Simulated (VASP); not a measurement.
A run of VASP 6.6.1 is set up as follows.

File INCAR:

```
SYSTEM = BaSi12
  ALGO = Normal
  EDIFF = 1E-7
  ENCUT = 520
  GGA = PE
  ISIF = 2
  ISMEAR = 0
  LASPH = .TRUE.
  LCHARG = .TRUE.
  LELF = .TRUE.
  LREAL = .FALSE.
  LVHAR = .TRUE.
  LWAVE = .FALSE.
  NBANDS = 41
  NELM = 100
  PREC = Accurate
  SIGMA = 0.1
```

Contents of KPOINTS:

```
k-points
0
G
  6 6 10
  0 0 0
```

POSCAR

```
BaSi12
1.0
    8.1221158773      0.0000000000      0.0000000000
   -4.0610579387      7.0339586822      0.0000000000
    0.0000000000      0.0000000000      4.4420973531
Ba Si
1 12
Direct
    0.0000000000      0.0000000000      0.5000000000
    0.8264317291      0.5317361860      0.7502210937
    0.7053044569      0.5317361860      0.2497789063
    0.2946955431      0.8264317291      0.2497789063
    0.7053044569      0.1735682709      0.7502210937
    0.1735682709      0.7053044569      0.7502210937
    0.5317361860      0.7053044569      0.2497789063
    0.4682638140      0.1735682709      0.2497789063
    0.2946955431      0.4682638140      0.7502210937
    0.1735682709      0.4682638140      0.2497789063
    0.5317361860      0.8264317291      0.7502210937
    0.8264317291      0.2946955431      0.2497789063
    0.4682638140      0.2946955431      0.7502210937
```

Potentials or basis: VASP PAW PBE potentials, release 64 (Ba_sv, Si).

The run is started by

```sh
$ cat potpaw_PBE.64/Ba_sv/POTCAR potpaw_PBE.64/Si/POTCAR > POTCAR
$ mpirun -np 1 vasp_std > vasp.out
```

Predict the band gap on the k mesh.

zero (band 29 reaches 7.48 eV, above the bottom of band 30 at 5.39 eV).

What does it give for the largest force?

0.014 eV/Å.

Predict the pressure.

0.1 GPa.

Forces on the atoms (eV/Å):
```
Ba   0.000  0.000  0.000
Si   0.002 -0.013  0.005
Si  -0.002 -0.013 -0.005
Si   0.012 -0.005 -0.005
Si  -0.012  0.005  0.005
Si   0.010 -0.008  0.005
Si  -0.010 -0.008 -0.005
Si   0.012  0.005 -0.005
Si   0.002  0.013  0.005
Si  -0.002  0.013 -0.005
Si  -0.012 -0.005  0.005
Si  -0.010  0.008 -0.005
Si   0.010  0.008  0.005
```

Caveat: spin-orbit coupling is left out, which moves the levels of the heavy elements.
